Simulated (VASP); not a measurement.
# CuO (C2/c) in VASP: notebook

CuO is run at these levels: r2SCAN; tasks: single point.

Everything below comes from runs of VASP 6.6.1. Logs are shortened: lines on timing, memory, paths and dates and some standing lists are left out, and cuts for length are marked.

## Step 1: The cell of the first run

Symmetry: C2/c, No. 15, monoclinic system. The conventional cell has a = 4.680 Å, b = 3.477 Å, c = 5.119 Å, α = 90.00°, β = 98.64°, γ = 90.00°. Cu (site symmetry -1) has 4 O at 1.89 to 2.00 Å within 2.5 Å. O (site symmetry 2) has 4 Cu at 1.89 to 2.00 Å and 2 O at 2.57 Å within 2.6 Å.

## Step 2: Single point, r2SCAN, collinear spin

Input file POSCAR:

```
CuO
1.0
    2.3398500000     -1.7384000000      0.0000000000
    2.3398500000      1.7384000000      0.0000000000
   -0.7694000000      0.0000000000      5.0611500000
Cu O
2 2
Direct
    0.0000000000      0.5000000000      0.0000000000
    0.5000000000      0.0000000000      0.5000000000
    0.5379000000      0.4621000000      0.2500000000
    0.4621000000      0.5379000000      0.7500000000
```

Input file INCAR.step1:

```
SYSTEM = CuO
ALGO = Normal
EDIFF = 1E-4
ENCUT = 520
GGA = PE
ISMEAR = 0
ISPIN = 2
LASPH = .True.
LCHARG = .False.
LMAXMIX = 4
LREAL = .False.
LWAVE = .True.
MAGMOM = 0.44 0.44 0 0
NBANDS = 29
NELM = 150
NUPDOWN = 0.88
PREC = Accurate
SIGMA = 0.1
```

Input file INCAR.step2:

```
SYSTEM = CuO
ALGO = Normal
EDIFF = 1E-6
ENCUT = 520
ISIF = 2
ISMEAR = 0
ISPIN = 2
ISTART = 1
LASPH = .True.
LCHARG = .False.
LMAXMIX = 4
LMIXTAU = .True.
LORBIT = 11
LREAL = .False.
LWAVE = .False.
MAGMOM = 0.44 0.44 0 0
METAGGA = R2SCAN
NBANDS = 29
NELM = 150
NUPDOWN = 0.88
PREC = Accurate
SIGMA = 0.1
```

Input file KPOINTS:

```
k-points
0
Gamma
  8 8 5
  0 0 0
```

Potentials or basis: VASP PAW PBE potentials, release 64 (Cu, O).

The run is started by

```bash
$ cat potpaw_PBE.64/Cu/POTCAR potpaw_PBE.64/O/POTCAR > POTCAR
$ cp INCAR.step1 INCAR
$ mpirun -np 1 vasp_std > vasp.out
$ cp INCAR.step2 INCAR
$ mpirun -np 1 vasp_std > vasp.out
```

OUTCAR:

```text
SYSTEM = CuO
   EDIFF = 1E-6
   ENCUT = 520
   ISIF = 2
   ISMEAR = 0
   ISPIN = 2
   ISTART = 1
   LASPH = .True.
   LORBIT = 11
   LREAL = .False.
   METAGGA = R2SCAN
   NELM = 150
   NUPDOWN = 0.88
   PREC = Accurate

 ion  position               nearest neighbor table
   1  0.000  0.500  0.000-   3 1.89   4 1.89   4 2.00   3 2.00
   2  0.500  0.000  0.500-   4 1.89   3 1.89   4 2.00   3 2.00
   3  0.538  0.462  0.250-   2 1.89   1 1.89   2 2.00   1 2.00
   4  0.462  0.538  0.750-   1 1.89   2 1.89   2 2.00   1 2.00

  LATTYP: Found a base centered monoclinic cell.
 ALAT       =     4.6797000000
 B/A-ratio  =     0.7429536081
 C/A-ratio  =     1.0939372948
 COS(beta)  =    -0.1502940337

  Lattice vectors:

 A1 = (   2.3398500000,  -1.7384000000,   0.0000000000)
 A2 = (   2.3398500000,   1.7384000000,   0.0000000000)
 A3 = (  -0.7694000000,   0.0000000000,   5.0611500000)

Analysis of symmetry for initial positions (statically):
=====================================================================
 Subroutine PRICEL returns:
 Original cell was already a primitive cell.

 Routine SETGRP: Setting up the symmetry group for a
 base centered monoclinic supercell.

 Subroutine GETGRP returns: Found  4 space group operations
 (whereof  2 operations were pure point group operations)
 out of a pool of  4 trial point group operations.

The static configuration has the point symmetry S_2 .
 The point group associated with its full space group is C_2h.

Analysis of symmetry for dynamics (positions and initial velocities):
=====================================================================
 Subroutine PRICEL returns:
 Original cell was already a primitive cell.

 Routine SETGRP: Setting up the symmetry group for a
 base centered monoclinic supercell.

 Subroutine GETGRP returns: Found  4 space group operations
 (whereof  2 operations were pure point group operations)
 out of a pool of  4 trial point group operations.

The dynamic configuration has the point symmetry S_2 .
 The point group associated with its full space group is C_2h.

Analysis of structural, dynamic, and magnetic symmetry:
=====================================================================
 Subroutine PRICEL returns:
 Original cell was already a primitive cell.
[... 130 lines left out ...]
   IALGO  =     38    algorithm
   IMIX   =      4    mixing-type and parameters
     AMIX     =   0.40;   BMIX     =  1.00
     AMIX_MAG =   1.60;   BMIX_MAG =  1.00
  volume/ion in A,a.u.               =      10.29        69.46
  Fermi-wavevector in a.u.,A,eV,Ry     =   1.535897  2.902425 32.095876  2.358980
  Thomas-Fermi vector in A             =   2.642622
   LORBIT       =     11    0 simple, 1 ext, 2 COOP (PROOUT), +10 PAW based schemes
   METAGGA = R2SCAN    functional components
   LHFCALC =     F    Hartree Fock is set to
   AEXX    =    0.0000 exact exchange contribution
   IVDW    =     0    specifies the selected vdW correction
   LEPSILON=     F    determine dielectric tensor
   LRPA    =     F    only Hartree local field effects (RPA)
 spin polarized calculation
 Gauss-broadening in eV      SIGMA  =   0.10
  energy-cutoff  :      520.00
  volume of cell :       41.17
 maximum number of plane-waves:      1141
 NGX is ok and might be reduce to    24
   NGX = 11   NGY = 11   NGZ = 19

 number of electron      34.0000016 magnetization       0.8800000

 Free energy of the ion-electron system (eV)
  ---------------------------------------------------
  ext. energy  EPLUGINS =         0.00000000
  ---------------------------------------------------
  free energy    TOTEN  =       -36.38870827 eV

  energy without entropy =      -36.37780739  energy(sigma->0) =      -36.38325783

 E-fermi :   5.4831     XC(G=0): -12.4935

 val. band max:        5.4341741089   @ k =  -0.3750   0.2500   0.4000
 cond. band min:       5.4122248769   @ k =   0.3750   0.3750   0.2000
 fundamental gap:     -0.0219492320
 Fermi energy:         5.4108588055

 spin component 1

 k-point     1 :       0.0000    0.0000    0.0000
  band No.  band energies     occupation
      1     -15.8574      1.00000
      2     -14.5194      1.00000
      3      -3.1942      1.00000
      4      -0.8257      1.00000
      5      -0.3722      1.00000
      6       1.5922      1.00000
[... 757 lines left out ...]
     28      25.5296      0.00000
     29      27.1642      0.00000

 [... further k-points ...]

 spin component 2

 k-point     1 :       0.0000    0.0000    0.0000
  band No.  band energies     occupation
      1     -15.5863      1.00000
      2     -14.2042      1.00000
      3      -3.0257      1.00000
      4      -0.2364      1.00000
      5       0.2542      1.00000
      6       1.7651      1.00000
[... 757 lines left out ...]
     28      25.6107      0.00000
     29      27.2322      0.00000

 [... further k-points ...]
[... 5 lines left out ...]
  --------------------------------------------------------------------------------------
  -------------------------------------------------------------------------------------
  Total       -0.2841252      0.9512467      1.2720505      0.0000000      0.0000000      1.3496220
  in kB      -11.0561366     37.0157716     49.4991779      0.0000000      0.0000000     52.5177103
  external PRESSURE =      25.1529376 kB  Pullay stress =       0.0000000 kB

 VOLUME and BASIS-vectors are now :
 -----------------------------------------------------------------------------
  energy-cutoff  :      520.00
  volume of cell :       41.17
      direct lattice vectors                 reciprocal lattice vectors
     2.339850000 -1.738400000  0.000000000     0.213688912 -0.287620801  0.032485156
     2.339850000  1.738400000  0.000000000     0.213688912  0.287620801  0.032485156
    -0.769400000  0.000000000  5.061150000     0.000000000  0.000000000  0.197583553

 POSITION                                       TOTAL-FORCE (eV/Angst)
 -----------------------------------------------------------------------------------
      1.16993      0.86920      0.00000        -0.000000      0.000000      0.000000
      0.78523     -0.86920      2.53057        -0.000000      0.000000      0.000000
      2.14750     -0.13177      1.26529         0.000000     -0.436512      0.000000
      1.76280      0.13177      3.79586        -0.000000      0.436512      0.000000
 -----------------------------------------------------------------------------------
    total drift:                                0.000000      0.000000     -0.000000

  FREE ENERGIE OF THE ION-ELECTRON SYSTEM (eV)
  ---------------------------------------------------
  free  energy   TOTEN  =       -36.3887082725 eV

  energy  without entropy=      -36.3778073917  energy(sigma->0) =      -36.38325783

 total charge

# of ion       s       p       d       tot
------------------------------------------
    1        0.397   0.419   9.137   9.953
    2        0.397   0.419   9.137   9.953
    3        1.577   3.431   0.000   5.008
    4        1.577   3.431   0.000   5.008
--------------------------------------------------
tot          3.949   7.699  18.275  29.923

 magnetization (x)

# of ion       s       p       d       tot
------------------------------------------
    1       -0.003  -0.001   0.293   0.289
    2       -0.003  -0.001   0.293   0.289
    3        0.009   0.131   0.000   0.140
    4        0.009   0.131   0.000   0.140
--------------------------------------------------
tot          0.011   0.261   0.586   0.858
```

It took 9.7 min on 1 thread of Intel Xeon Platinum 8375C at 2.90GHz (Ice Lake), shared host; peak memory 0.3 GiB.

Results:

```
Free energy                                           : -36.3887 eV
Pressure                                              : 2.5 GPa
Largest force                                         : 0.437 eV/Å
Net moment                                            : 0.88 μB per cell
Site moments                                          : Cu +0.29; O +0.14 μB
Valence electrons inside the program's atomic spheres : Cu 9.95; O 5.01
```

Forces in eV/Å, atoms in the order of the input:
```
Cu   0.000  0.000  0.000
Cu   0.000  0.000  0.000
O    0.000 -0.437  0.000
O    0.000  0.437  0.000
```

Stress tensor (GPa, compression positive):
```
-1.11  0.00  5.25
 0.00  3.70  0.00
 5.25  0.00  4.95
```

Caveat: the PAW data sets were made with another functional, which shifts forces and pressure a little; the total moment is fixed, so each spin has its own Fermi level.

## Step 3: Single point, r2SCAN, collinear spin

POSCAR is that of step 2.

Input file INCAR.step1:

```
SYSTEM = CuO
PREC = Accurate
ENCUT = 520
ISMEAR = 0
SIGMA = 0.1
LREAL = .False.
LASPH = .True.
NELM = 150
ISPIN = 2
MAGMOM = 0.88 0.88 0 0
NUPDOWN = 1.76
LMAXMIX = 4
NBANDS = 29
GGA = PE
ALGO = Normal
EDIFF = 1E-4
LWAVE = .True.
LCHARG = .False.
```

Input file INCAR.step2:

```
SYSTEM = CuO
PREC = Accurate
ENCUT = 520
EDIFF = 1E-6
ISMEAR = 0
SIGMA = 0.1
LREAL = .False.
LASPH = .True.
NELM = 150
ALGO = Normal
ISIF = 2
LWAVE = .False.
LCHARG = .True.
ISPIN = 2
MAGMOM = 0.88 0.88 0 0
LORBIT = 11
NUPDOWN = 1.76
LMAXMIX = 4
METAGGA = R2SCAN
LMIXTAU = .True.
LELF = .True.
LVHAR = .True.
NBANDS = 29
ISTART = 1
```

Input file KPOINTS:

```
Automatic mesh
0
Gamma
  8 8 5
  0 0 0
```

Potentials or basis: VASP PAW PBE potentials, release 64 (Cu, O).

The run is started by

```bash
$ cat potpaw_PBE.64/Cu/POTCAR potpaw_PBE.64/O/POTCAR > POTCAR
$ cp INCAR.step1 INCAR
$ mpirun -np 1 vasp_std > vasp.out
$ cp INCAR.step2 INCAR
$ mpirun -np 1 vasp_std > vasp.out
```

OUTCAR:

```text
SYSTEM = CuO
   PREC = Accurate
   ENCUT = 520
   EDIFF = 1E-6
   ISMEAR = 0
   LREAL = .False.
   LASPH = .True.
   NELM = 150
   ISIF = 2
   ISPIN = 2
   LORBIT = 11
   NUPDOWN = 1.76
   METAGGA = R2SCAN
   ISTART = 1

 ion  position               nearest neighbor table
   1  0.000  0.500  0.000-   3 1.89   4 1.89   4 2.00   3 2.00
   2  0.500  0.000  0.500-   4 1.89   3 1.89   4 2.00   3 2.00
   3  0.538  0.462  0.250-   2 1.89   1 1.89   2 2.00   1 2.00
   4  0.462  0.538  0.750-   1 1.89   2 1.89   2 2.00   1 2.00

  LATTYP: Found a base centered monoclinic cell.
 ALAT       =     4.6797000000
 B/A-ratio  =     0.7429536081
 C/A-ratio  =     1.0939372948
[... 1771 lines left out ...]
     2.339850000  1.738400000  0.000000000     0.213688912  0.287620801  0.032485156
    -0.769400000  0.000000000  5.061150000     0.000000000  0.000000000  0.197583553

 POSITION                                       TOTAL-FORCE (eV/Angst)
 -----------------------------------------------------------------------------------
      1.16993      0.86920      0.00000         0.000000      0.000000      0.000000
      0.78523     -0.86920      2.53057         0.000000      0.000000      0.000000
      2.14750     -0.13177      1.26529        -0.000000     -0.472149      0.000000
      1.76280      0.13177      3.79586        -0.000000      0.472149      0.000000
 -----------------------------------------------------------------------------------
    total drift:                                0.000000      0.000000     -0.000000

  FREE ENERGIE OF THE ION-ELECTRON SYSTEM (eV)
  ---------------------------------------------------
  free  energy   TOTEN  =       -36.4311823585 eV

  energy  without entropy=      -36.4243633345  energy(sigma->0) =      -36.42777285

 total charge

# of ion       s       p       d       tot
------------------------------------------
    1        0.399   0.422   9.104   9.926
    2        0.399   0.422   9.104   9.926
    3        1.568   3.460   0.000   5.028
    4        1.568   3.460   0.000   5.028
--------------------------------------------------
tot          3.935   7.764  18.209  29.907

 magnetization (x)

# of ion       s       p       d       tot
------------------------------------------
    1       -0.007  -0.002   0.572   0.563
    2       -0.007  -0.002   0.572   0.563
    3        0.019   0.272   0.000   0.292
    4        0.019   0.272   0.000   0.292
--------------------------------------------------
tot          0.025   0.540   1.144   1.709
```

Run time: 11 min. Hardware: 1 thread of Intel Xeon Platinum 8375C at 2.90GHz (Ice Lake), shared host; peak memory 0.3 GiB.

What came out:

```
Free energy                                           : -36.4312 eV
Pressure                                              : 3.4 GPa
Largest force                                         : 0.472 eV/Å
Net moment                                            : 1.76 μB per cell
Site moments                                          : Cu +0.56; O +0.29 μB
Valence electrons inside the program's atomic spheres : Cu 9.93; O 5.03
```

Forces on the atoms (eV/Å):
```
Cu   0.000  0.000  0.000
Cu   0.000  0.000  0.000
O    0.000 -0.472  0.000
O    0.000  0.472  0.000
```

Stress tensor (GPa, compression positive):
```
-0.97  0.00  5.98
 0.00  4.35  0.00
 5.98  0.00  6.76
```

Caveat: the cell stands under pressure; the PAW data sets were made with another functional, which shifts forces and pressure a little; the total moment is fixed, so each spin has its own Fermi level.
